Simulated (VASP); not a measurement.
Input of a VASP 6.6.1 run:

INCAR

```
PREC     = Accurate       # precision mode
ENCUT    = 500            # plane-wave cutoff, eV
EDIFF    = 1E-6           # SCF threshold, eV
ISMEAR   = -1             # smearing method
SIGMA    = 0.1            # smearing width, eV
LREAL    = False          # projectors in reciprocal space
LASPH    = True           # aspherical terms in the spheres
NELM     = 120            # most SCF steps
ALGO     = Normal         # electronic algorithm
ISIF     = 2              # what is computed and relaxed
LWAVE    = False          # write WAVECAR
LCHARG   = False          # write CHGCAR
GGA      = PS             # functional
NBANDS   = 18             # bands
GGA_COMPAT= False
```

The input KPOINTS:

```
regular mesh
0
Gamma
  6 6 6
```

The input POSCAR:

```
ScAl3
1.0
    4.0722365067      0.0000000000      0.0000000000
    0.0000000000      4.0722365067      0.0000000000
    0.0000000000      0.0000000000      4.0722365067
Sc Al
1 3
Direct
    0.0000000000      0.0000000000      0.0000000000
    0.0000000000      0.5000000000      0.5000000000
    0.5000000000      0.0000000000      0.5000000000
    0.5000000000      0.5000000000      0.0000000000
```

Potentials or basis: VASP PAW PBE potentials, release 64 (Sc_sv, Al).

Launch:

```bash
$ cat potpaw_PBE.64/Sc_sv/POTCAR potpaw_PBE.64/Al/POTCAR > POTCAR
$ mpirun -np 1 vasp_std > vasp.out
```

Task: What does it give for the band gap on the k mesh?

Result: Zero (bands 10 and 11 overlap by 3.91 eV).

Task: What does it give for the pressure?

Result: 0.1 GPa.

Caveat: the PAW data sets were made with another functional, which shifts forces and pressure a little.
